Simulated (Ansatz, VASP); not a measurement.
## Si3Br2 in VASP and in Ansatz

```
Si Br
1.0
     7.87330    0.00000    0.00000
     0.00000    7.87330    0.00000
     0.00000    0.00000    3.95540
Si Br
6 4
Cartesian
  0.0000 0.0000 0.0000
  3.9366 3.9366 0.0000
  1.4172 5.3538 1.9777
  2.5195 1.4172 1.9777
  6.4561 2.5195 1.9777
  5.3538 6.4561 1.9777
  2.9919 6.9285 0.0000
  0.9448 2.9919 0.0000
  4.8814 0.9448 0.0000
  6.9285 4.8814 0.0000
```

Alike in both runs: task relaxation of cell and atoms; functional PBE; k mesh 2 × 2 × 4; occupations gaussian, width 0.1 eV; no spin polarisation.

```csv
,VASP,Ansatz
version,VASP 6.6.1,Ansatz 0.2.0
potentials or method,"VASP PAW PBE potentials, release 64 (Si, Br), cutoff 600 eV","scalar-relativistic, plane waves, PAW"
valence electrons in the cell,52,52
```

|  | VASP | Ansatz | Ansatz less VASP |
| --- | --- | --- | --- |
| gap on the k mesh at the Fermi level, each at its own relaxed structure (eV) | none | none | - |
| relaxed volume (Å³/atom) | 24.36 | 24.23 | -0.134 |
| relaxed length of the cell vector where the two differ most in proportion (Å) | 8.462 | 8.440 | -0.0221 |

A gap of «none» marks a metal or a gap that the smearing closes.

The k mesh is coarse, so the values compare programs but aren't converged.
